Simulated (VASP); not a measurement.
# Ni (P6_3/mmc) in VASP: further runs

Runs on Ni. Level: PBE. Tasks: single point, relaxation of cell and atoms.

Program: VASP 6.6.1. These are calculated values, not measurements. Logs are shortened: lines on timing, memory, paths and dates and some standing lists are left out, and cuts for length are marked.

### Step 1. The cell of the first run

It takes space group P6_3/mmc (No. 194, hexagonal). The conventional cell has a = 2.486 Å, b = 2.486 Å, c = 4.081 Å, α = 90.00°, β = 90.00°, γ = 120.00°. Ni (site symmetry -6m2) has 12 Ni at 2.49 Å within 3.3 Å.

### Step 2. Single point, PBE, collinear spin, ferromagnetic start

INCAR reads:

```
  PREC = Accurate
  ENCUT = 520
  EDIFF = 1E-6
  ISMEAR = 0
  SIGMA = 0.05
  LREAL = F
  LASPH = T
  NELM = 150
  ALGO = Normal
  ISIF = 2
  LWAVE = F
  LCHARG = T
  ISPIN = 2
  MAGMOM = 0.8 0.8
  LORBIT = 11
  LMAXMIX = 4
  GGA = PE
  LELF = T
  LVHAR = T
  NBANDS = 21
```

KPOINTS reads:

```
regular mesh
0
Gamma
  10 10 6
```

POSCAR reads:

```
Ni
1.0
    2.4863343808      0.0000000000      0.0000000000
   -1.2431671904      2.1532287360      0.0000000000
    0.0000000000      0.0000000000      4.0807274189
Ni
2
Direct
    0.3333333333      0.6666666667      0.7500000000
    0.6666666667      0.3333333333      0.2500000000
```

Potentials or basis: VASP PAW PBE potentials, release 64 (Ni).

The run is started by

```console
$ cat potpaw_PBE.64/Ni/POTCAR > POTCAR
$ mpirun -np 1 vasp_std > vasp.out
```

OUTCAR:

```text
PREC = Accurate
   ENCUT = 520
   EDIFF = 1E-6
   ISMEAR = 0
   LREAL = F
   LASPH = T
   NELM = 150
   ISIF = 2
   ISPIN = 2
   LORBIT = 11
   GGA = PE

 ion  position               nearest neighbor table
   1  0.333  0.667  0.750-   2 2.49   2 2.49   2 2.49   2 2.49   2 2.49   2 2.49
   2  0.667  0.333  0.250-   1 2.49   1 2.49   1 2.49   1 2.49   1 2.49   1 2.49

  LATTYP: Found a hexagonal cell.
 ALAT       =     2.4863343808
 C/A-ratio  =     1.6412625150

  Lattice vectors:

 A1 = (   2.4863343808,   0.0000000000,   0.0000000000)
 A2 = (  -1.2431671904,   2.1532287360,   0.0000000000)
 A3 = (   0.0000000000,   0.0000000000,   4.0807274189)

Analysis of symmetry for initial positions (statically):
=====================================================================
 Subroutine PRICEL returns:
 Original cell was already a primitive cell.

 Routine SETGRP: Setting up the symmetry group for a
 hexagonal supercell.

 Subroutine GETGRP returns: Found 24 space group operations
 (whereof 12 operations were pure point group operations)
 out of a pool of 24 trial point group operations.

The static configuration has the point symmetry D_3d.
 The point group associated with its full space group is D_6h.

Analysis of symmetry for dynamics (positions and initial velocities):
=====================================================================
 Subroutine PRICEL returns:
 Original cell was already a primitive cell.

 Routine SETGRP: Setting up the symmetry group for a
 hexagonal supercell.

 Subroutine GETGRP returns: Found 24 space group operations
 (whereof 12 operations were pure point group operations)
 out of a pool of 24 trial point group operations.

The dynamic configuration has the point symmetry D_3d.
 The point group associated with its full space group is D_6h.

Analysis of structural, dynamic, and magnetic symmetry:
=====================================================================
 Subroutine PRICEL returns:
 Original cell was already a primitive cell.

 Routine SETGRP: Setting up the symmetry group for a
 hexagonal supercell.

 Subroutine GETGRP returns: Found 24 space group operations
 (whereof 12 operations were pure point group operations)
 out of a pool of 24 trial point group operations.

The overall configuration has the point symmetry D_3d.
 The point group associated with its full space group is D_6h.

 Subroutine INISYM returns: Found 24 space group operations
 (whereof 12 operations are pure point group operations),
 and found     1 'primitive' translations

----------------------------------------------------------------------------------------

                                     Primitive cell

  volume of cell :      21.8468

  direct lattice vectors                    reciprocal lattice vectors
     2.486334381  0.000000000  0.000000000     0.402198517  0.232209422  0.000000000
    -1.243167190  2.153228736  0.000000000     0.000000000  0.464418844  0.000000000
     0.000000000  0.000000000  4.080727419     0.000000000  0.000000000  0.245054349

  length of vectors
     2.486334381  2.486334381  4.080727419     0.464418844  0.464418844  0.245054349

  position of ions in fractional coordinates (direct lattice)
     0.333333333  0.666666667  0.750000000
     0.666666667  0.333333333  0.250000000

  ion indices of the primitive-cell ions
   primitive index   ion index
                 1           1
                 2           2

----------------------------------------------------------------------------------------

 KPOINTS: regular mesh

Automatic generation of k-mesh.
 Grid dimensions read from file:
 generate k-points for:   10   10    6

 Generating k-lattice:

  Cartesian coordinates                     Fractional coordinates (reciprocal lattice)
     0.040219852  0.023220942  0.000000000     0.100000000  0.000000000  0.000000000
     0.000000000  0.046441884  0.000000000     0.000000000  0.100000000  0.000000000
     0.000000000  0.000000000  0.040842391     0.000000000  0.000000000  0.166666667

  Length of vectors
     0.046441884  0.046441884  0.040842391

  Shift w.r.t. Gamma in fractional coordinates (k-lattice)
     0.000000000  0.000000000  0.000000000

 Subroutine IBZKPT returns following result:
 ===========================================

 Found     56 irreducible k-points:

 Following reciprocal coordinates:
            Coordinates               Weight
  0.000000  0.000000  0.000000      1.000000
  0.100000  0.000000  0.000000      6.000000
  0.200000  0.000000  0.000000      6.000000
  0.300000  0.000000  0.000000      6.000000
  0.400000  0.000000  0.000000      6.000000
  0.500000  0.000000  0.000000      3.000000
[... 16 lines left out ...]
  0.300000  0.100000  0.166667     24.000000
  0.400000  0.100000  0.166667     24.000000
 [... further k-points ...]
   k-points           NKPTS =     56   k-points in BZ     NKDIM =     56   number of bands    NBANDS=     21
   number of dos      NEDOS =    301   number of ions     NIONS =      2
   total plane-waves  NPLWV =   9720
   dimension x,y,z NGX =    18 NGY =   18 NGZ =   30
   dimension x,y,z NGXF=    36 NGYF=   36 NGZF=   60
   ions per type =               2
   NGX,Y,Z   is equivalent  to a cutoff of  12.04, 12.04, 12.22 a.u.
   NGXF,Y,Z  is equivalent  to a cutoff of  24.07, 24.07, 24.44 a.u.
 SYSTEM =  unknown system
   PREC   = accura    normal or accurate (medium, high low for compatibility)
   ISTART =      0    job   : 0-new  1-cont  2-samecut
   ICHARG =      2    charge: 1-file 2-atom 10-const
   ISPIN  =      2    spin polarized calculation?
   LNONCOLLINEAR =      F non collinear calculations
   LSORBIT =      F    spin-orbit coupling
   LASPH  =      T    aspherical Exc in radial PAW
   ENCUT  =  520.0 eV  38.22 Ry    6.18 a.u.   4.62  4.62  7.59*2*pi/ulx,y,z
   NELM   =    150;   NELMIN=  2; NELMDL= -5     # of ELM steps
   EDIFF  = 0.1E-05   stopping-criterion for ELM
   LREAL  =      F    real-space projection
   EDIFFG = 0.1E-04   stopping-criterion for IOM
   NSW    =      0    number of steps for IOM
   IBRION =     -1    ionic relax: 0-MD 1-quasi-New 2-CG
   NFREE  =      0    steps in history (QN), initial steepest desc. (CG)
   ISIF   =      2    stress and relaxation
   ISYM   =      2    0-nonsym 1-usesym 2-fastsym
   POTIM  = 0.5000    time-step for ionic-motion
   TEBEG  =    0.0;   TEEND  =   0.0 temperature during run
   PSTRESS=    0.0 pullay stress
   NELECT =      20.0000    total number of electrons
   NUPDOWN=      -1.0000    fix difference up-down
   EMIN   =  10.00;   EMAX   =-10.00  energy-range for DOS
   EFERMI =   0.00;   METHOD = LEGACY
   ISMEAR =     0;   SIGMA  =   0.05  broadening in eV -4-tet -1-fermi 0-gaus
   EFERMI_NEDOS =   21; number of points for ismear=-14 and -15
   IALGO  =     38    algorithm
   IMIX   =      4    mixing-type and parameters
     AMIX     =   0.40;   BMIX     =  1.00
     AMIX_MAG =   1.60;   BMIX_MAG =  1.00
  volume/ion in A,a.u.               =      10.92        73.71
  Fermi-wavevector in a.u.,A,eV,Ry     =   1.589604  3.003917 34.379776  2.526842
  Thomas-Fermi vector in A             =   2.688428
   LORBIT       =     11    0 simple, 1 ext, 2 COOP (PROOUT), +10 PAW based schemes
   GGA     = PE    functional components
   LHFCALC =     F    Hartree Fock is set to
   AEXX    =    0.0000 exact exchange contribution
   IVDW    =     0    specifies the selected vdW correction
   LEPSILON=     F    determine dielectric tensor
   LRPA    =     F    only Hartree local field effects (RPA)
 spin polarized calculation
 Gauss-broadening in eV      SIGMA  =   0.05
  energy-cutoff  :      520.00
  volume of cell :       21.85
 maximum number of plane-waves:       606
   NGX =  9   NGY =  9   NGZ = 15

 number of electron      20.0000015 magnetization       1.3546868

 Free energy of the ion-electron system (eV)
  ---------------------------------------------------
  ext. energy  EPLUGINS =         0.00000000
  ---------------------------------------------------
  free energy    TOTEN  =       -10.89817468 eV

  energy without entropy =      -10.89280538  energy(sigma->0) =      -10.89549003

 E-fermi :   9.3560     XC(G=0): -13.2319

 val. band max:        9.3463645924   @ k =   0.4000   0.0000   0.1667
 cond. band min:       9.3598174489   @ k =   0.4000   0.2000   0.0000
 fundamental gap:      0.0134528565
 Fermi energy:         9.3559680717

 spin component 1

 k-point     1 :       0.0000    0.0000    0.0000
  band No.  band energies     occupation
      1       0.3334      1.00000
      2       4.4907      1.00000
      3       6.8635      1.00000
      4       6.9717      1.00000
      5       6.9717      1.00000
      6       7.2338      1.00000
[... 13 lines left out ...]
     20      35.2337      0.00000
     21      39.8482      0.00000

 k-point     2 :       0.1000    0.0000    0.0000
  band No.  band energies     occupation
      1       0.6795      1.00000
      2       4.6967      1.00000
      3       6.6910      1.00000
      4       7.0911      1.00000
      5       7.1184      1.00000
      6       7.1805      1.00000
[... 13 lines left out ...]
     20      38.2269      0.00000
     21      38.3948      0.00000

 k-point     3 :       0.2000    0.0000    0.0000
  band No.  band energies     occupation
      1       1.6714      1.00000
      2       5.1578      1.00000
      3       6.4215      1.00000
      4       6.4667      1.00000
      5       6.9564      1.00000
      6       7.3700      1.00000
[... 13 lines left out ...]
     20      38.0137      0.00000
     21      38.2422      0.00000
[... 457 lines left out ...]
 k-point    23 :       0.3000    0.1000    0.1667
  band No.  band energies     occupation
      1       4.1377      1.00000
      2       5.3952      1.00000
      3       5.6031      1.00000
      4       6.2464      1.00000
      5       6.8749      1.00000
      6       7.2038      1.00000
[... 13 lines left out ...]
     20      34.2242      0.00000
     21      36.5911      0.00000

 k-point    24 :       0.4000    0.1000    0.1667
  band No.  band energies     occupation
      1       4.7707      1.00000
      2       5.1895      1.00000
      3       5.6697      1.00000
      4       6.1640      1.00000
      5       6.8840      1.00000
      6       7.3498      1.00000
[... 13 lines left out ...]
     20      33.6137      0.00000
     21      37.7530      0.00000

 [... further k-points ...]

 spin component 2

 k-point     1 :       0.0000    0.0000    0.0000
  band No.  band energies     occupation
      1       0.3065      1.00000
      2       4.9363      1.00000
      3       7.6372      1.00000
      4       7.7026      1.00000
      5       7.7026      1.00000
      6       7.9849      1.00000
[... 13 lines left out ...]
     20      35.3271      0.00000
     21      39.9334      0.00000

 k-point     2 :       0.1000    0.0000    0.0000
  band No.  band energies     occupation
      1       0.6531      1.00000
      2       5.1579      1.00000
      3       7.4157      1.00000
      4       7.8326      1.00000
      5       7.8498      1.00000
      6       7.8562      1.00000
[... 13 lines left out ...]
     20      38.3142      0.00000
     21      38.5154      0.00000

 k-point     3 :       0.2000    0.0000    0.0000
  band No.  band energies     occupation
      1       1.6510      1.00000
      2       5.6688      1.00000
      3       6.9103      1.00000
      4       7.0947      1.00000
      5       7.6773      1.00000
      6       8.0531      1.00000
[... 13 lines left out ...]
     20      38.0050      0.00000
     21      38.2682      0.00000
[... 457 lines left out ...]
 k-point    23 :       0.3000    0.1000    0.1667
  band No.  band energies     occupation
      1       4.2591      1.00000
      2       5.8934      1.00000
      3       6.1375      1.00000
      4       6.8200      1.00000
      5       7.5370      1.00000
      6       7.8698      1.00000
[... 13 lines left out ...]
     20      34.2727      0.00000
     21      36.6099      0.00000

 k-point    24 :       0.4000    0.1000    0.1667
  band No.  band energies     occupation
      1       5.1559      1.00000
      2       5.7227      1.00000
      3       6.1483      1.00000
      4       6.6736      1.00000
      5       7.5425      1.00000
      6       8.0521      1.00000
[... 13 lines left out ...]
     20      33.7300      0.00000
     21      37.7700      0.00000

 [... further k-points ...]

------------------------ aborting loop because EDIFF is reached ----------------------------------------

  FORCE on cell =-STRESS in cart. coord.  units (eV):
  Direction    XX          YY          ZZ          XY          YZ          ZX
  --------------------------------------------------------------------------------------
  -------------------------------------------------------------------------------------
  Total        0.0097762      0.0097762     -0.0018557     -0.0000000      0.0000000      0.0000000
  in kB        0.7169577      0.7169577     -0.1360914     -0.0000000      0.0000000      0.0000000
  external PRESSURE =       0.4326080 kB  Pullay stress =       0.0000000 kB

 VOLUME and BASIS-vectors are now :
 -----------------------------------------------------------------------------
  energy-cutoff  :      520.00
  volume of cell :       21.85
      direct lattice vectors                 reciprocal lattice vectors
     2.486334381  0.000000000  0.000000000     0.402198517  0.232209422  0.000000000
    -1.243167190  2.153228736  0.000000000     0.000000000  0.464418844  0.000000000
     0.000000000  0.000000000  4.080727419     0.000000000  0.000000000  0.245054349

 POSITION                                       TOTAL-FORCE (eV/Angst)
 -----------------------------------------------------------------------------------
     -0.00000      1.43549      3.06055        -0.000000      0.000000     -0.000000
      1.24317      0.71774      1.02018         0.000000     -0.000000      0.000000
 -----------------------------------------------------------------------------------
    total drift:                               -0.000000      0.000000     -0.000000

  FREE ENERGIE OF THE ION-ELECTRON SYSTEM (eV)
  ---------------------------------------------------
  free  energy   TOTEN  =       -10.8981746802 eV

  energy  without entropy=      -10.8928053829  energy(sigma->0) =      -10.89549003

 total charge

# of ion       s       p       d       tot
------------------------------------------
    1        0.496   0.495   8.312   9.303
    2        0.496   0.495   8.312   9.303
--------------------------------------------------
tot          0.992   0.990  16.624  18.605

 magnetization (x)

# of ion       s       p       d       tot
------------------------------------------
    1       -0.004  -0.024   0.717   0.689
    2       -0.004  -0.024   0.717   0.689
--------------------------------------------------
tot         -0.008  -0.049   1.435   1.378
```

Run time: 74 s. Hardware: 1 thread of Intel Xeon 8259CL, shared host; peak memory 0.16 GiB.

What came out:

| Item | Value |
| --- | --- |
| Free energy | -10.8982 eV |
| Pressure | 0.0 GPa |
| Net moment | 1.35 μB per cell |
| Site moments | Ni +0.69 μB |
| Valence electrons inside the program's atomic spheres | Ni 9.30 |

(Continued in part 2 of 2.)
